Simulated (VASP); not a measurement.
Write the native input for VASP 6.6.1 that does the following.

- Task: single point
- Functional: PBE
- Potentials or basis: VASP PAW PBE potentials, release 64 (Si)
- Cutoff: 500 eV
- k mesh: 5 × 5 × 5
- Occupations: methfessel-paxton, width 0.1 eV
- Spin: no spin polarisation
- Dipole correction: no
- Further INCAR settings: ALGO = Normal; EDIFF = 1e-06; NBANDS = 8

The structure of Si lies in POSCAR:

```
Si
1.0
    0.0000000000      1.6700000000      1.6700000000
    1.6700000000      0.0000000000      1.6700000000
    1.6700000000      1.6700000000      0.0000000000
Si
1
Direct
    0.0000000000      0.0000000000      0.0000000000
```

One way to write it, as run:

INCAR

```
SYSTEM = Si
PREC = Accurate ; ENCUT = 500
EDIFF = 1E-6 ; ISMEAR = 1
SIGMA = 0.1 ; LREAL = .False.
LASPH = .True. ; NELM = 120
ALGO = Normal ; ISIF = 2
LWAVE = .False. ; LCHARG = .False.
GGA = PE ; NBANDS = 8
GGA_COMPAT = .False.
```

KPOINTS

```
Automatic mesh
0
Gamma
  5 5 5
  0 0 0
```

Potentials or basis: VASP PAW PBE potentials, release 64 (Si).

The run is started by

```bash
$ cat potpaw_PBE.64/Si/POTCAR > POTCAR
$ mpirun -np 1 vasp_std > vasp.out
```

It gave:

The pressure is 91.9 GPa and the band gap on the k mesh is zero (band 2 reaches 30.90 eV, above the bottom of band 3 at 14.21 eV).

Caveat: the k points lie up to 0.65 Å⁻¹ apart.

Wall time 3.8 s on 1 thread of AMD EPYC 7R13 Processor (Zen 3), on a shared host, peak memory 0.08 GiB.
